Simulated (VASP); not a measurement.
Write the native input for VASP 6.6.1 that does the following.

- Task: single point
- Functional: PBEsol
- Potentials or basis: VASP PAW PBE potentials, release 64 (Ge_d)
- Cutoff: 520 eV
- k mesh: 6 × 6 × 6
- Occupations: fermi-dirac, width 0.02 eV
- Spin: no spin polarisation
- Dipole correction: no
- Further INCAR settings: ALGO = Normal; EDIFF = 1e-06; NBANDS = 21

The structure of Ge lies in POSCAR:

```
Ge
1.0
    0.0000000000      2.8571991000      2.7731692971
    2.8571991000      0.0000000000      2.7731692971
    2.8571991000      2.8571991000      0.0000000000
Ge
2
Direct
    0.0000000000      0.0000000000      0.0000000000
    0.2500000000      0.2500000000      0.2500000000
```

One way to write it, as run:

INCAR

```
SYSTEM = Ge
ALGO     = Normal         ! electronic algorithm
EDIFF    = 1E-6           ! SCF threshold, eV
ENCUT    = 520            ! plane-wave cutoff, eV
GGA      = PS             ! functional
ISIF     = 2              ! what is computed and relaxed
ISMEAR   = -1             ! smearing method
LASPH    = .TRUE.         ! aspherical terms in the spheres
LCHARG   = .TRUE.         ! write CHGCAR
LELF     = .TRUE.         ! ELF
LREAL    = .FALSE.        ! projectors in reciprocal space
LVHAR    = .TRUE.       
LWAVE    = .FALSE.        ! write WAVECAR
NBANDS   = 21             ! bands
NELM     = 100            ! most SCF steps
PREC     = Accurate       ! precision mode
SIGMA    = 0.02           ! smearing width, eV
```

KPOINTS

```
k-points
0
G
  6 6 6
  0 0 0
```

Potentials or basis: VASP PAW PBE potentials, release 64 (Ge_d).

Run with:

```console
$ cat potpaw_PBE.64/Ge_d/POTCAR > POTCAR
$ mpirun -np 1 vasp_std > vasp.out
```

It gave:

```
Pressure               : 0.6 GPa
Band gap on the k mesh : 0.12 eV, indirect (least direct gap 0.16 eV)
```

Caveat: the PAW data sets were made with another functional, which shifts forces and pressure a little.

Run time: 12 s on 1 thread of Intel(R) Xeon(R) 6975P-C (Granite Rapids), on a shared host, peak memory 0.17 GiB.
